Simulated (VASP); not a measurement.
# Ga3Se (Pm-3m) in VASP: further runs

Ga3Se is run at these levels: r2SCAN; tasks: single point.

Program: VASP 6.6.1. These are calculated values, not measurements. Logs are shortened: lines on timing, memory, paths and dates and some standing lists are left out, and cuts for length are marked.

### 1 The cell of the first run

It takes space group Pm-3m (No. 221, cubic). The conventional cell has a = 4.388 Å, b = 4.388 Å, c = 4.388 Å, α = 90.00°, β = 90.00°, γ = 90.00°. Se (site symmetry m-3m) has 12 Ga at 3.10 Å within 4.1 Å. Within 4.1 Å of Ga (site symmetry 4/mmm) lie 4 Se at 3.10 Å and 8 Ga at 3.10 Å.

### 2 Single point, r2SCAN

Contents of POSCAR:

```
Ga3Se
1.0
    4.3876895650      0.0000000000      0.0000000000
    0.0000000000      4.3876895650      0.0000000000
    0.0000000000      0.0000000000      4.3876895650
Se Ga
1 3
Direct
    0.0000000000      0.0000000000      0.0000000000
    0.5000000000      0.5000000000      0.0000000000
    0.5000000000      0.0000000000      0.5000000000
    0.0000000000      0.5000000000      0.5000000000
```

Contents of INCAR.step1:

```
PREC = Accurate ; ENCUT = 520
ISMEAR = 0 ; SIGMA = 0.02
LREAL = F ; LASPH = T
NELM = 80 ; NBANDS = 30
GGA = PE ; ALGO = Normal
EDIFF = 1E-4 ; LWAVE = T
LCHARG = F
```

Contents of INCAR.step2:

```
PREC = Accurate ; ENCUT = 520
EDIFF = 1E-6 ; ISMEAR = 0
SIGMA = 0.02 ; LREAL = F
LASPH = T ; NELM = 80
ALGO = Normal ; ISIF = 2
LWAVE = F ; LCHARG = F
METAGGA = R2SCAN ; LMIXTAU = T
NBANDS = 30 ; ISTART = 1
```

Contents of KPOINTS:

```
Automatic mesh
0
Gamma
  8 8 8
```

Potentials or basis: VASP PAW PBE potentials, release 64 (Se, Ga_d).

Run with:

```console
cat potpaw_PBE.64/Se/POTCAR potpaw_PBE.64/Ga_d/POTCAR > POTCAR
cp INCAR.step1 INCAR
mpirun -np 1 vasp_std > vasp.out
cp INCAR.step2 INCAR
mpirun -np 1 vasp_std > vasp.out
```

OUTCAR:

```text
PREC = Accurate
   ENCUT = 520
   EDIFF = 1E-6
   ISMEAR = 0
   LREAL = F
   LASPH = T
   NELM = 80
   ISIF = 2
   METAGGA = R2SCAN
   ISTART = 1

 ion  position               nearest neighbor table
   1  0.000  0.000  0.000-
   2  0.500  0.500  0.000-
   3  0.500  0.000  0.500-
   4  0.000  0.500  0.500-

  LATTYP: Found a simple cubic cell.
 ALAT       =     4.3876895650

  Lattice vectors:

 A1 = (   4.3876895650,   0.0000000000,   0.0000000000)
 A2 = (   0.0000000000,   4.3876895650,   0.0000000000)
 A3 = (   0.0000000000,   0.0000000000,   4.3876895650)

Analysis of symmetry for initial positions (statically):
=====================================================================
 Subroutine PRICEL returns:
 Original cell was already a primitive cell.

 Routine SETGRP: Setting up the symmetry group for a
 simple cubic supercell.

 Subroutine GETGRP returns: Found 48 space group operations
 (whereof 48 operations were pure point group operations)
 out of a pool of 48 trial point group operations.

The static configuration has the point symmetry O_h .

Analysis of symmetry for dynamics (positions and initial velocities):
=====================================================================
 Subroutine PRICEL returns:
 Original cell was already a primitive cell.

 Routine SETGRP: Setting up the symmetry group for a
 simple cubic supercell.

 Subroutine GETGRP returns: Found 48 space group operations
 (whereof 48 operations were pure point group operations)
 out of a pool of 48 trial point group operations.

The dynamic configuration has the point symmetry O_h .

 Subroutine INISYM returns: Found 48 space group operations
 (whereof 48 operations are pure point group operations),
 and found     1 'primitive' translations

----------------------------------------------------------------------------------------

                                     Primitive cell

  volume of cell :      84.4710

  direct lattice vectors                    reciprocal lattice vectors
     4.387689565  0.000000000  0.000000000     0.227910381  0.000000000  0.000000000
     0.000000000  4.387689565  0.000000000     0.000000000  0.227910381  0.000000000
     0.000000000  0.000000000  4.387689565     0.000000000  0.000000000  0.227910381

  length of vectors
     4.387689565  4.387689565  4.387689565     0.227910381  0.227910381  0.227910381

  position of ions in fractional coordinates (direct lattice)
     0.000000000  0.000000000  0.000000000
     0.500000000  0.500000000  0.000000000
     0.500000000  0.000000000  0.500000000
     0.000000000  0.500000000  0.500000000

  ion indices of the primitive-cell ions
   primitive index   ion index
                 1           1
                 2           2
                 3           3
                 4           4

----------------------------------------------------------------------------------------

 KPOINTS: Automatic mesh

Automatic generation of k-mesh.
 Grid dimensions read from file:
 generate k-points for:    8    8    8

 Generating k-lattice:

  Cartesian coordinates                     Fractional coordinates (reciprocal lattice)
     0.028488798  0.000000000  0.000000000     0.125000000  0.000000000  0.000000000
     0.000000000  0.028488798  0.000000000     0.000000000  0.125000000  0.000000000
     0.000000000  0.000000000  0.028488798     0.000000000  0.000000000  0.125000000

  Length of vectors
     0.028488798  0.028488798  0.028488798

  Shift w.r.t. Gamma in fractional coordinates (k-lattice)
     0.000000000  0.000000000  0.000000000

 Subroutine IBZKPT returns following result:
 ===========================================

 Found     35 irreducible k-points:

 Following reciprocal coordinates:
            Coordinates               Weight
  0.000000  0.000000  0.000000      1.000000
  0.125000  0.000000  0.000000      6.000000
  0.250000  0.000000  0.000000      6.000000
  0.375000  0.000000  0.000000      6.000000
  0.500000  0.000000  0.000000      3.000000
  0.125000  0.125000  0.000000     12.000000
[... 16 lines left out ...]
  0.375000  0.375000  0.125000     24.000000
  0.500000  0.375000  0.125000     24.000000
 [... further k-points ...]
   k-points           NKPTS =     35   k-points in BZ     NKDIM =     35   number of bands    NBANDS=     30
   number of dos      NEDOS =    301   number of ions     NIONS =      4
   total plane-waves  NPLWV =  46656
   dimension x,y,z NGX =    36 NGY =   36 NGZ =   36
   dimension x,y,z NGXF=    72 NGYF=   72 NGZF=   72
   ions per type =               1   3
   NGX,Y,Z   is equivalent  to a cutoff of  13.64, 13.64, 13.64 a.u.
   NGXF,Y,Z  is equivalent  to a cutoff of  27.28, 27.28, 27.28 a.u.
 SYSTEM =  unknown system
   PREC   = accura    normal or accurate (medium, high low for compatibility)
   ISTART =      1    job   : 0-new  1-cont  2-samecut
   ICHARG =      0    charge: 1-file 2-atom 10-const
   ISPIN  =      1    spin polarized calculation?
   LNONCOLLINEAR =      F non collinear calculations
   LSORBIT =      F    spin-orbit coupling
   LASPH  =      T    aspherical Exc in radial PAW
   ENCUT  =  520.0 eV  38.22 Ry    6.18 a.u.   8.16  8.16  8.16*2*pi/ulx,y,z
   NELM   =     80;   NELMIN=  2; NELMDL=  0     # of ELM steps
   EDIFF  = 0.1E-05   stopping-criterion for ELM
   LREAL  =      F    real-space projection
   EDIFFG = 0.1E-04   stopping-criterion for IOM
   NSW    =      0    number of steps for IOM
   IBRION =     -1    ionic relax: 0-MD 1-quasi-New 2-CG
   NFREE  =      0    steps in history (QN), initial steepest desc. (CG)
   ISIF   =      2    stress and relaxation
   ISYM   =      2    0-nonsym 1-usesym 2-fastsym
   POTIM  = 0.5000    time-step for ionic-motion
   TEBEG  =    0.0;   TEEND  =   0.0 temperature during run
   PSTRESS=    0.0 pullay stress
   NELECT =      45.0000    total number of electrons
   NUPDOWN=      -1.0000    fix difference up-down
   EMIN   =  10.00;   EMAX   =-10.00  energy-range for DOS
   EFERMI =   0.00;   METHOD = LEGACY
   ISMEAR =     0;   SIGMA  =   0.02  broadening in eV -4-tet -1-fermi 0-gaus
   EFERMI_NEDOS =   21; number of points for ismear=-14 and -15
   IALGO  =     38    algorithm
   IMIX   =      4    mixing-type and parameters
     AMIX     =   0.40;   BMIX     =  1.00
     AMIX_MAG =   1.60;   BMIX_MAG =  1.00
  volume/ion in A,a.u.               =      21.12       142.51
  Fermi-wavevector in a.u.,A,eV,Ry     =   1.327119  2.507891 23.963181  1.761244
  Thomas-Fermi vector in A             =   2.456455
   LORBIT       =      0    0 simple, 1 ext, 2 COOP (PROOUT), +10 PAW based schemes
   METAGGA = R2SCAN    functional components
   LHFCALC =     F    Hartree Fock is set to
   AEXX    =    0.0000 exact exchange contribution
   IVDW    =     0    specifies the selected vdW correction
   LEPSILON=     F    determine dielectric tensor
   LRPA    =     F    only Hartree local field effects (RPA)
 non-spin polarized calculation
 Gauss-broadening in eV      SIGMA  =   0.02
  energy-cutoff  :      520.00
  volume of cell :       84.47
 maximum number of plane-waves:      2301
 NGX is ok and might be reduce to    36
   NGX = 17   NGY = 17   NGZ = 17

 number of electron      44.9999976 magnetization

 Free energy of the ion-electron system (eV)
  ---------------------------------------------------
  ext. energy  EPLUGINS =         0.00000000
  ---------------------------------------------------
  free energy    TOTEN  =       -48.22806466 eV

  energy without entropy =      -48.22749920  energy(sigma->0) =      -48.22778193

 E-fermi :   4.7894     XC(G=0): -11.2490

 val. band max:        4.7712611009   @ k =   0.3750   0.2500   0.1250
 cond. band min:       4.8135344553   @ k =   0.5000   0.2500   0.2500
 fundamental gap:      0.0422733543
 Fermi energy:         4.7893556318

 k-point     1 :       0.0000    0.0000    0.0000
  band No.  band energies     occupation
      1     -10.8329      2.00000
      2     -10.8021      2.00000
      3     -10.8021      2.00000
      4     -10.8021      2.00000
      5     -10.7485      2.00000
      6     -10.7485      2.00000
[... 22 lines left out ...]
     29      11.4682      0.00000
     30      12.4068      0.00000

 k-point     2 :       0.1250    0.0000    0.0000
  band No.  band energies     occupation
      1     -10.8211      2.00000
      2     -10.8000      2.00000
      3     -10.7936      2.00000
      4     -10.7936      2.00000
      5     -10.7473      2.00000
      6     -10.7424      2.00000
[... 22 lines left out ...]
     29      11.9716      0.00000
     30      12.5151      0.00000

 k-point     3 :       0.2500    0.0000    0.0000
  band No.  band energies     occupation
      1     -10.7945      2.00000
      2     -10.7896      2.00000
      3     -10.7695      2.00000
      4     -10.7695      2.00000
      5     -10.7439      2.00000
      6     -10.7257      2.00000
[... 22 lines left out ...]
     29      12.6867      0.00000
     30      12.8405      0.00000

 k-point     4 :       0.3750    0.0000    0.0000
  band No.  band energies     occupation
      1     -10.7885      2.00000
      2     -10.7532      2.00000
      3     -10.7354      2.00000
      4     -10.7354      2.00000
      5     -10.7348      2.00000
      6     -10.7040      2.00000
[... 22 lines left out ...]
     29      11.3241      0.00000
     30      11.9145      0.00000

 k-point     5 :       0.5000    0.0000    0.0000
  band No.  band energies     occupation
      1     -10.7858      2.00000
      2     -10.7452      2.00000
      3     -10.7133      2.00000
      4     -10.7133      2.00000
      5     -10.7120      2.00000
      6     -10.6913      2.00000
[... 22 lines left out ...]
     29       9.9122      0.00000
     30      11.4484      0.00000
[... 526 lines left out ...]
     29      10.1178      0.00000
     30      11.3812      0.00000

 k-point    22 :       0.5000    0.2500    0.1250
  band No.  band energies     occupation
      1     -10.7710      2.00000
      2     -10.7567      2.00000
      3     -10.7384      2.00000
      4     -10.7241      2.00000
      5     -10.6923      2.00000
      6     -10.6879      2.00000
[... 22 lines left out ...]
     29      10.4898      0.00000
     30      11.7478      0.00000

 k-point    23 :       0.3750    0.3750    0.1250
  band No.  band energies     occupation
      1     -10.7865      2.00000
      2     -10.7441      2.00000
      3     -10.7369      2.00000
      4     -10.7309      2.00000
      5     -10.7100      2.00000
      6     -10.6914      2.00000
[... 22 lines left out ...]
     29      10.5028      0.00000
     30      11.1630      0.00000

 k-point    24 :       0.5000    0.3750    0.1250
  band No.  band energies     occupation
      1     -10.7905      2.00000
      2     -10.7396      2.00000
      3     -10.7359      2.00000
      4     -10.7326      2.00000
      5     -10.6960      2.00000
      6     -10.6926      2.00000
[... 22 lines left out ...]
     29      10.5105      0.00000
     30      12.6453      0.00000

 [... further k-points ...]

------------------------ aborting loop because EDIFF is reached ----------------------------------------

  FORCE on cell =-STRESS in cart. coord.  units (eV):
  Direction    XX          YY          ZZ          XY          YZ          ZX
  --------------------------------------------------------------------------------------
  -------------------------------------------------------------------------------------
  Total       -0.2388076     -0.2388076     -0.2388076     -0.0000000      0.0000000      0.0000000
  in kB       -4.5295073     -4.5295073     -4.5295073     -0.0000000      0.0000000      0.0000000
  external PRESSURE =      -4.5295073 kB  Pullay stress =       0.0000000 kB

 VOLUME and BASIS-vectors are now :
 -----------------------------------------------------------------------------
  energy-cutoff  :      520.00
  volume of cell :       84.47
      direct lattice vectors                 reciprocal lattice vectors
     4.387689565  0.000000000  0.000000000     0.227910381  0.000000000  0.000000000
     0.000000000  4.387689565  0.000000000     0.000000000  0.227910381  0.000000000
     0.000000000  0.000000000  4.387689565     0.000000000  0.000000000  0.227910381

 POSITION                                       TOTAL-FORCE (eV/Angst)
 -----------------------------------------------------------------------------------
      0.00000      0.00000      0.00000         0.000000      0.000000      0.000000
      2.19384      2.19384      0.00000         0.000000      0.000000      0.000000
      2.19384      0.00000      2.19384         0.000000      0.000000      0.000000
      0.00000      2.19384      2.19384         0.000000      0.000000      0.000000
 -----------------------------------------------------------------------------------
    total drift:                                0.000000      0.000000      0.000000

  FREE ENERGIE OF THE ION-ELECTRON SYSTEM (eV)
  ---------------------------------------------------
  free  energy   TOTEN  =       -48.2280646647 eV

  energy  without entropy=      -48.2274992044  energy(sigma->0) =      -48.22778193
```

It took 3.3 min on 1 thread of Intel Xeon 6975P-C, shared host; peak memory 0.26 GiB.

What came out:

```yaml
Free_energy: -48.2281 eV
Pressure: -0.5 GPa
```

Caveat: the PAW data sets were made with another functional, which shifts forces and pressure a little.

(Continued in part 2 of 2.)
